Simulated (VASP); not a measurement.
# CdTe (I-4m2) in VASP: further runs

CdTe is run at these levels: HSE06; tasks: single point.

All numbers are computed with VASP 6.6.1; they aren't measurements. Logs are shortened: lines on timing, memory, paths and dates and some standing lists are left out, and cuts for length are marked.

## Step 1: The cell of the first run

Symmetry: I-4m2, No. 119, tetragonal system. Conventional cell: a = 4.639 Å, b = 4.639 Å, c = 6.298 Å, α = 90.00°, β = 90.00°, γ = 90.00°. Within 3.7 Å of Cd (site symmetry -4m2) lie 4 Te at 2.80 Å. Te (site symmetry -4m2) has 4 Cd at 2.80 Å within 3.7 Å.

## Step 2: Single point, HSE06 (uniaxial z strain -4.0%)

Contents of POSCAR:

```
CdTe
1.0
    0.0000000000      3.2799551162      3.1487569115
    3.2799551162      0.0000000000      3.1487569115
    3.2799551162      3.2799551162      0.0000000000
Cd Te
1 1
Direct
    0.0000000000      0.0000000000      0.0000000000
    0.2500000000      0.2500000000      0.2500000000
```

Contents of INCAR.step1:

```
SYSTEM = CdTe
ALGO = Normal
EDIFF = 1E-5
ENCUT = 520
GGA = PE
ISIF = 2
ISMEAR = 0
LASPH = .TRUE.
LCHARG = .FALSE.
LREAL = .FALSE.
LWAVE = .TRUE.
NBANDS = 16
NELM = 60
PREC = Accurate
SIGMA = 0.01
```

Contents of INCAR.step2:

```
SYSTEM = CdTe
ALGO = Normal
EDIFF = 1E-6
ENCUT = 520
GGA = PE
HFSCREEN = 0.2079
ISIF = 2
ISMEAR = 0
ISTART = 1
LASPH = .TRUE.
LCHARG = .FALSE.
LHFCALC = .TRUE.
LREAL = .FALSE.
LWAVE = .FALSE.
NBANDS = 16
NELM = 60
PREC = Accurate
PRECFOCK = Normal
SIGMA = 0.01
```

Contents of KPOINTS:

```
k-points
0
G
  4 4 4
  0 0 0
```

Potentials or basis: VASP PAW PBE potentials, release 64 (Cd, Te).

The run is started by

```console
cat potpaw_PBE.64/Cd/POTCAR potpaw_PBE.64/Te/POTCAR > POTCAR
cp INCAR.step1 INCAR
mpirun -np 1 vasp_std > vasp.out
cp INCAR.step2 INCAR
mpirun -np 1 vasp_std > vasp.out
```

OUTCAR:

```text
SYSTEM = CdTe
   EDIFF = 1E-6
   ENCUT = 520
   GGA = PE
   HFSCREEN = 0.2079
   ISIF = 2
   ISMEAR = 0
   ISTART = 1
   LASPH = .TRUE.
   LHFCALC = .TRUE.
   LREAL = .FALSE.
   NELM = 60
   PREC = Accurate
   PRECFOCK = Normal

 ion  position               nearest neighbor table
   1  0.000  0.000  0.000-   2 2.80   2 2.80   2 2.80   2 2.80
   2  0.250  0.250  0.250-   1 2.80   1 2.80   1 2.80   1 2.80

  LATTYP: Found a body centered tetragonal cell.
 ALAT       =     4.6385570093
 C/A-ratio  =     1.3576450199

  Lattice vectors:

 A1 = (   0.0000000000,  -3.2799551162,  -3.1487569115)
 A2 = (   0.0000000000,   3.2799551162,  -3.1487569115)
 A3 = (   3.2799551162,   0.0000000000,   3.1487569115)

Analysis of symmetry for initial positions (statically):
=====================================================================
 Subroutine PRICEL returns:
 Original cell was already a primitive cell.

 Routine SETGRP: Setting up the symmetry group for a
 body centered tetragonal supercell.

 Subroutine GETGRP returns: Found  8 space group operations
 (whereof  8 operations were pure point group operations)
 out of a pool of 16 trial point group operations.

The static configuration has the point symmetry D_2d.

Analysis of symmetry for dynamics (positions and initial velocities):
=====================================================================
 Subroutine PRICEL returns:
 Original cell was already a primitive cell.

 Routine SETGRP: Setting up the symmetry group for a
 body centered tetragonal supercell.

 Subroutine GETGRP returns: Found  8 space group operations
 (whereof  8 operations were pure point group operations)
 out of a pool of 16 trial point group operations.

The dynamic configuration has the point symmetry D_2d.

 Subroutine INISYM returns: Found  8 space group operations
 (whereof  8 operations are pure point group operations),
 and found     1 'primitive' translations

----------------------------------------------------------------------------------------

                                     Primitive cell

  volume of cell :      67.7493

  direct lattice vectors                    reciprocal lattice vectors
     0.000000000  3.279955116  3.148756912    -0.152441110  0.152441110  0.158792823
     3.279955116  0.000000000  3.148756912     0.152441110 -0.152441110  0.158792823
     3.279955116  3.279955116  0.000000000     0.152441110  0.152441110 -0.158792823

  length of vectors
     4.546732415  4.546732415  4.638557009     0.267753142  0.267753142  0.267753142

  position of ions in fractional coordinates (direct lattice)
     0.000000000  0.000000000  0.000000000
     0.250000000  0.250000000  0.250000000

  ion indices of the primitive-cell ions
   primitive index   ion index
                 1           1
                 2           2

----------------------------------------------------------------------------------------

 KPOINTS: k-points

Automatic generation of k-mesh.
 Grid dimensions read from file:
 generate k-points for:    4    4    4

 Generating k-lattice:

  Cartesian coordinates                     Fractional coordinates (reciprocal lattice)
    -0.038110278  0.038110278  0.039698206     0.250000000 -0.000000000  0.000000000
     0.038110278 -0.038110278  0.039698206    -0.000000000  0.250000000  0.000000000
     0.038110278  0.038110278 -0.039698206     0.000000000  0.000000000  0.250000000

  Length of vectors
     0.066938285  0.066938285  0.066938285

  Shift w.r.t. Gamma in fractional coordinates (k-lattice)
     0.000000000  0.000000000  0.000000000

 Subroutine IBZKPT returns following result:
 ===========================================

 Found     13 irreducible k-points:

 Following reciprocal coordinates:
            Coordinates               Weight
  0.000000  0.000000  0.000000      1.000000
  0.250000 -0.000000  0.000000      8.000000
  0.500000 -0.000000  0.000000      4.000000
  0.250000  0.250000  0.000000      2.000000
  0.500000  0.250000  0.000000      8.000000
 -0.250000  0.250000  0.000000      4.000000
  0.500000  0.500000  0.000000      1.000000
  0.250000  0.000000  0.250000      4.000000
  0.500000 -0.000000  0.250000     16.000000
 -0.250000  0.000000  0.250000      8.000000
 -0.250000  0.500000  0.250000      4.000000
  0.500000  0.000000  0.500000      2.000000
 -0.250000  0.250000  0.500000      2.000000
   k-points           NKPTS =     13   k-points in BZ     NKDIM =     64   number of bands    NBANDS=     16
   number of dos      NEDOS =    301   number of ions     NIONS =      2
   total plane-waves  NPLWV =  46656
   dimension x,y,z NGX =    36 NGY =   36 NGZ =   36
   dimension x,y,z NGXF=    72 NGYF=   72 NGZF=   72
   ions per type =               1   1
   NGX,Y,Z   is equivalent  to a cutoff of  13.16, 13.16, 12.90 a.u.
   NGXF,Y,Z  is equivalent  to a cutoff of  26.33, 26.33, 25.80 a.u.
 SYSTEM =  CdTe
   PREC   = accura    normal or accurate (medium, high low for compatibility)
   ISTART =      1    job   : 0-new  1-cont  2-samecut
   ICHARG =      0    charge: 1-file 2-atom 10-const
   ISPIN  =      1    spin polarized calculation?
   LNONCOLLINEAR =      F non collinear calculations
   LSORBIT =      F    spin-orbit coupling
   LASPH  =      T    aspherical Exc in radial PAW
   ENCUT  =  520.0 eV  38.22 Ry    6.18 a.u.   8.45  8.45  8.62*2*pi/ulx,y,z
   NELM   =     60;   NELMIN=  2; NELMDL=  0     # of ELM steps
   EDIFF  = 0.1E-05   stopping-criterion for ELM
   LREAL  =      F    real-space projection
   EDIFFG = 0.1E-04   stopping-criterion for IOM
   NSW    =      0    number of steps for IOM
   IBRION =     -1    ionic relax: 0-MD 1-quasi-New 2-CG
   NFREE  =      0    steps in history (QN), initial steepest desc. (CG)
   ISIF   =      2    stress and relaxation
   ISYM   =      3    0-nonsym 1-usesym 2-fastsym
   POTIM  = 0.5000    time-step for ionic-motion
   TEBEG  =    0.0;   TEEND  =   0.0 temperature during run
   PSTRESS=    0.0 pullay stress
   NELECT =      18.0000    total number of electrons
   NUPDOWN=      -1.0000    fix difference up-down
   EMIN   =  10.00;   EMAX   =-10.00  energy-range for DOS
   EFERMI =   0.00;   METHOD = LEGACY
   ISMEAR =     0;   SIGMA  =   0.01  broadening in eV -4-tet -1-fermi 0-gaus
   EFERMI_NEDOS =   21; number of points for ismear=-14 and -15
   IALGO  =     38    algorithm
   IMIX   =      1    mixing-type and parameters
     AMIX     =   0.40;   BMIX     =  1.00
     AMIX_MAG =   1.60;   BMIX_MAG =  1.00
  volume/ion in A,a.u.               =      33.87       228.60
  Fermi-wavevector in a.u.,A,eV,Ry     =   1.052440  1.988823 15.070221  1.107630
  Thomas-Fermi vector in A             =   2.187523
   LORBIT       =      0    0 simple, 1 ext, 2 COOP (PROOUT), +10 PAW based schemes
   GGA     = PE    functional components
   LHFCALC =     T    Hartree Fock is set to
   PRECFOCK=normal    Normal, Fast or Accurate (Low or Medium for compatibility)
   ENCUT4O =  -1.0   cutoff for four orbital integrals eV
   NKREDX  =     1    reduce k-point grid by
   NKREDY  =     1    reduce k-point grid by
   NKREDZ  =     1    reduce k-point grid by
   AEXX    =    0.2500 exact exchange contribution
   HFSCREEN=    0.2079 screening length (either q_TF or 0.3 A-1)
   HFSCREENC=   0.2079 screening length for correlation (either q_TF or 0.3 A-1)
   ENCUTFOCK=  -1.0 apply spherical cutoff to Coloumb kernel
   IVDW    =     0    specifies the selected vdW correction
   LEPSILON=     F    determine dielectric tensor
   LRPA    =     F    only Hartree local field effects (RPA)
 non-spin polarized calculation
 Gauss-broadening in eV      SIGMA  =   0.01
  energy-cutoff  :      520.00
  volume of cell :       67.75
 maximum number of plane-waves:      1843
 NGX is ok and might be reduce to    36
  NGX = 28; NGY = 28; NGZ = 28

 number of electron      17.9999998 magnetization

 Free energy of the ion-electron system (eV)
  ---------------------------------------------------
  ext. energy  EPLUGINS =         0.00000000
  ---------------------------------------------------
  free energy    TOTEN  =        -5.97058112 eV

  energy without entropy =       -5.97058112  energy(sigma->0) =       -5.97058112

 E-fermi :   2.0310     XC(G=0):  -7.1757

 val. band max:        1.9736356473   @ k =   0.0000   0.0000   0.0000
 cond. band min:       3.4612688512   @ k =   0.0000   0.0000   0.0000
 fundamental gap:      1.4876332039
 Fermi energy:         2.0310320700

 k-point     1 :       0.0000    0.0000    0.0000
  band No.  band energies     occupation
      1     -10.2654      2.00000
      2      -7.7262      2.00000
      3      -7.7262      2.00000
      4      -7.7172      2.00000
      5      -7.4595      2.00000
      6      -7.4552      2.00000
[... 8 lines left out ...]
     15      11.9426      0.00000
     16      12.4712      0.00000

 k-point     2 :       0.2500   -0.0000    0.0000
  band No.  band energies     occupation
      1     -10.0602      2.00000
      2      -7.6913      2.00000
      3      -7.6843      2.00000
      4      -7.4887      2.00000
      5      -7.4574      2.00000
      6      -7.4511      2.00000
[... 8 lines left out ...]
     15      11.2084      0.00000
     16      11.4769      0.00000

 k-point     3 :       0.5000   -0.0000    0.0000
  band No.  band energies     occupation
      1      -9.8725      2.00000
      2      -7.6647      2.00000
      3      -7.6546      2.00000
      4      -7.4552      2.00000
      5      -7.4453      2.00000
      6      -7.0042      2.00000
[... 8 lines left out ...]
     15      13.1698      0.00000
     16      13.4704      0.00000
[... 153 lines left out ...]
 k-point    12 :       0.5000    0.0000    0.5000
  band No.  band energies     occupation
      1      -9.7647      2.00000
      2      -7.5748      2.00000
      3      -7.5506      2.00000
      4      -7.5490      2.00000
      5      -7.4309      2.00000
      6      -6.8439      2.00000
[... 8 lines left out ...]
     15      13.6860      0.00000
     16      14.4606      0.00000

 k-point    13 :      -0.2500    0.2500    0.5000
  band No.  band energies     occupation
      1      -9.7679      2.00000
      2      -7.6029      2.00000
      3      -7.5925      2.00000
      4      -7.4853      2.00000
      5      -7.4573      2.00000
      6      -6.7540      2.00000
[... 8 lines left out ...]
     15      13.8431      0.00000
     16      14.1632      0.00000

------------------------ aborting loop because EDIFF is reached ----------------------------------------

  FORCE on cell =-STRESS in cart. coord.  units (eV):
  Direction    XX          YY          ZZ          XY          YZ          ZX
  --------------------------------------------------------------------------------------
  -------------------------------------------------------------------------------------
  Total        0.7578073      0.7578073      1.0248731      0.0000000      0.0000000      0.0000000
  in kB       17.9210915     17.9210915     24.2368263      0.0000000      0.0000000      0.0000000
  external PRESSURE =      20.0263364 kB  Pullay stress =       0.0000000 kB

 VOLUME and BASIS-vectors are now :
 -----------------------------------------------------------------------------
  energy-cutoff  :      520.00
  volume of cell :       67.75
      direct lattice vectors                 reciprocal lattice vectors
     0.000000000  3.279955116  3.148756912    -0.152441110  0.152441110  0.158792823
     3.279955116  0.000000000  3.148756912     0.152441110 -0.152441110  0.158792823
     3.279955116  3.279955116  0.000000000     0.152441110  0.152441110 -0.158792823

 POSITION                                       TOTAL-FORCE (eV/Angst)
 -----------------------------------------------------------------------------------
      0.00000      0.00000      0.00000         0.000000      0.000000     -0.000000
      1.63998      1.63998      1.57438        -0.000000     -0.000000      0.000000
 -----------------------------------------------------------------------------------
    total drift:                               -0.000002     -0.000002     -0.000010

  FREE ENERGIE OF THE ION-ELECTRON SYSTEM (eV)
  ---------------------------------------------------
  free  energy   TOTEN  =        -5.9705811193 eV

  energy  without entropy=       -5.9705811193  energy(sigma->0) =       -5.97058112
```

It took 14 min on 1 thread of Intel Xeon 8259CL, shared host; peak memory 0.3 GiB.

Results:

```
Free energy            : -5.9706 eV
Pressure               : 2.0 GPa
Band gap on the k mesh : 1.49 eV
```

Stress tensor (GPa, compression positive):
```
1.79 0.00 0.00
0.00 1.79 0.00
0.00 0.00 2.42
```

Caveat: the k points lie up to 0.42 Å⁻¹ apart; the cell differs from its parent crystal (uniaxial z strain -4.0%); the PAW data sets were made with another functional, which shifts forces and pressure a little; spin-orbit coupling is left out, which moves the levels of the heavy elements.

## Step 3: Single point, HSE06 (uniaxial z strain -3.0%)

Contents of POSCAR:

```
CdTe
1.0
    0.0000000000      3.2799551162      3.1815564627
    3.2799551162      0.0000000000      3.1815564627
    3.2799551162      3.2799551162      0.0000000000
Cd Te
1 1
Direct
    0.0000000000      0.0000000000      0.0000000000
    0.2500000000      0.2500000000      0.2500000000
```

Contents of INCAR.step1:

```
PREC = Accurate
ENCUT = 520
EDIFF = 1E-5
ISMEAR = 0
SIGMA = 0.01
LREAL = False
LASPH = True
NELM = 80
ALGO = Normal
ISIF = 2
LWAVE = True
GGA = PE
NBANDS = 16
```

Contents of INCAR.step2:

```
PREC = Accurate
ENCUT = 520
EDIFF = 1E-7
ISMEAR = 0
SIGMA = 0.01
LREAL = False
LASPH = True
NELM = 80
ALGO = Normal
ISIF = 2
LWAVE = False
LCHARG = True
GGA = PE
LHFCALC = True
HFSCREEN = 0.2079
PRECFOCK = Normal
LELF = True
LVHAR = True
ISTART = 1
NBANDS = 16
```

Contents of KPOINTS:

```
Automatic mesh
0
Gamma
  4 4 4
```

Potentials or basis: VASP PAW PBE potentials, release 64 (Cd, Te).

The run is started by

```console
cat potpaw_PBE.64/Cd/POTCAR potpaw_PBE.64/Te/POTCAR > POTCAR
cp INCAR.step1 INCAR
mpirun -np 1 vasp_std > vasp.out
cp INCAR.step2 INCAR
mpirun -np 1 vasp_std > vasp.out
```

OUTCAR:

```text
PREC = Accurate
   ENCUT = 520
   EDIFF = 1E-7
   ISMEAR = 0
   LREAL = False
   LASPH = True
   NELM = 80
   ISIF = 2
   GGA = PE
   LHFCALC = True
   HFSCREEN = 0.2079
   PRECFOCK = Normal
   ISTART = 1

 ion  position               nearest neighbor table
   1  0.000  0.000  0.000-   2 2.81   2 2.81   2 2.81   2 2.81
   2  0.250  0.250  0.250-   1 2.81   1 2.81   1 2.81   1 2.81

  LATTYP: Found a body centered tetragonal cell.
 ALAT       =     4.6385570093
 C/A-ratio  =     1.3717871555
[... 431 lines left out ...]

------------------------ aborting loop because EDIFF is reached ----------------------------------------

  FORCE on cell =-STRESS in cart. coord.  units (eV):
  Direction    XX          YY          ZZ          XY          YZ          ZX
  --------------------------------------------------------------------------------------
  -------------------------------------------------------------------------------------
  Total        0.5949696      0.5949696      0.8064439      0.0000000      0.0000000      0.0000000
  in kB       13.9251522     13.9251522     18.8746677      0.0000000      0.0000000      0.0000000
  external PRESSURE =      15.5749907 kB  Pullay stress =       0.0000000 kB

 VOLUME and BASIS-vectors are now :
 -----------------------------------------------------------------------------
  energy-cutoff  :      520.00
  volume of cell :       68.46
      direct lattice vectors                 reciprocal lattice vectors
     0.000000000  3.279955116  3.181556463    -0.152441110  0.152441110  0.157155784
     3.279955116  0.000000000  3.181556463     0.152441110 -0.152441110  0.157155784
     3.279955116  3.279955116  0.000000000     0.152441110  0.152441110 -0.157155784

 POSITION                                       TOTAL-FORCE (eV/Angst)
 -----------------------------------------------------------------------------------
      0.00000      0.00000      0.00000         0.000000      0.000000      0.000000
      1.63998      1.63998      1.59078        -0.000000     -0.000000     -0.000000
 -----------------------------------------------------------------------------------
    total drift:                               -0.000000     -0.000000     -0.000002

  FREE ENERGIE OF THE ION-ELECTRON SYSTEM (eV)
  ---------------------------------------------------
  free  energy   TOTEN  =        -5.9801724494 eV

  energy  without entropy=       -5.9801724494  energy(sigma->0) =       -5.98017245
```

It took 25 min on 1 thread of Intel Xeon 8259CL, shared host; peak memory 0.3 GiB.

Results:

```
Free energy            : -5.9802 eV
Pressure               : 1.6 GPa
Band gap on the k mesh : 1.48 eV
```

Stress tensor (GPa, compression positive):
```
1.39 0.00 0.00
0.00 1.39 0.00
0.00 0.00 1.89
```

Levels at points of the mesh, in eV from the valence-band top:
```
           k point  band 6  band 7  band 8  band 9  band 10  band 11  band 12  band 13
(0.00, 0.00, 0.00)   -9.39   -0.10   -0.10    0.00     1.48     5.41     5.41     5.41
(0.50, 0.00, 0.00)   -8.94   -4.76   -0.96   -0.81     2.54     5.89     6.10     7.92
(0.50, 0.50, 0.00)   -8.72   -4.53   -2.13   -2.13     3.14     3.24    10.03    10.27
(0.50, 0.00, 0.50)   -8.78   -4.68   -2.02   -1.96     3.26     3.49     9.80    10.13
```

Caveat: the cell differs from its parent crystal (uniaxial z strain -3.0%); the PAW data sets were made with another functional, which shifts forces and pressure a little; spin-orbit coupling is left out, which moves the levels of the heavy elements.
